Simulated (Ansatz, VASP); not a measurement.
## SiC in VASP and in Ansatz

INCAR

```
SYSTEM = SiC
PREC = Accurate
ENCUT = 520
EDIFF = 1E-6
ISMEAR = 0
SIGMA = 0.05
LREAL = .FALSE.
LASPH = .TRUE.
NELM = 100
ALGO = Normal
ISIF = 2
LWAVE = .FALSE.
LCHARG = .TRUE.
GGA = PE
LELF = .TRUE.
LVHAR = .TRUE.
NBANDS = 11
```

File KPOINTS:

```
Automatic mesh
0
G
  12 12 12
  0 0 0
```

Contents of POSCAR:

```
SiC
1.0
    0.0000000000      2.2124338038      2.2124338038
    2.2124338038      0.0000000000      2.2124338038
    2.2363280889      2.2363280889     -0.0238942851
Si C
1 1
Direct
    0.0000000000      0.0000000000      0.0000000000
    0.7500000000      0.7500000000      0.7500000000
```

Input for Ansatz:

```yaml
crystal:
  lattice:
    - [0.0, 2.2124338038, 2.2124338038]
    - [2.2124338038, 0.0, 2.2124338038]
    - [2.2363280889, 2.2363280889, -0.0238942851]
  atoms:
    - { symbol: Si, position: [0.0, 0.0, 0.0] }
    - { symbol: C, position: [0.75, 0.75, 0.75] }
basis:
  ecutwfc: 520.0
kpoints:
  mp_grid: { grid: [12, 12, 12] }
hamiltonian:
  xc: pbe
scf:
  occupations: { method: gaussian, width: 0.05 }
output:
  forces: true
  stress: true
  eigenvalues: true
```

Alike in both runs: task single point; functional PBE; k mesh 12 × 12 × 12; occupations gaussian, width 0.05 eV; no spin polarisation.

|  | VASP | Ansatz |
| --- | --- | --- |
| version | VASP 6.6.1 | Ansatz 0.2.0 |
| potentials or method | VASP PAW PBE potentials, release 64 (Si, C), cutoff 520 eV | scalar-relativistic, plane waves, PAW |
| valence electrons in the cell | 8 | 8 |

VASP gave:

```
gap on the k mesh at the Fermi level (eV)                     : 1.38
least direct gap on the mesh (eV)                             : 4.39
pressure (GPa)                                                : -9.0
traceless stress, the component that is largest in VASP (GPa) : -2.46
rms of the force components (eV/Å)                            : 0.050
```

**Question.** Estimate Ansatz's values.

**Answer.** gap on the k mesh at the Fermi level (eV): 1.38; least direct gap on the mesh (eV): 4.40; pressure (GPa): -9.0; traceless stress, the component that is largest in VASP (GPa): -2.45; rms of the force components (eV/Å): 0.050.

Atom by atom the forces differ by 0.000 eV/Å (rms over components). The functional is the same, so the differences come from potentials, cutoffs and numerics.
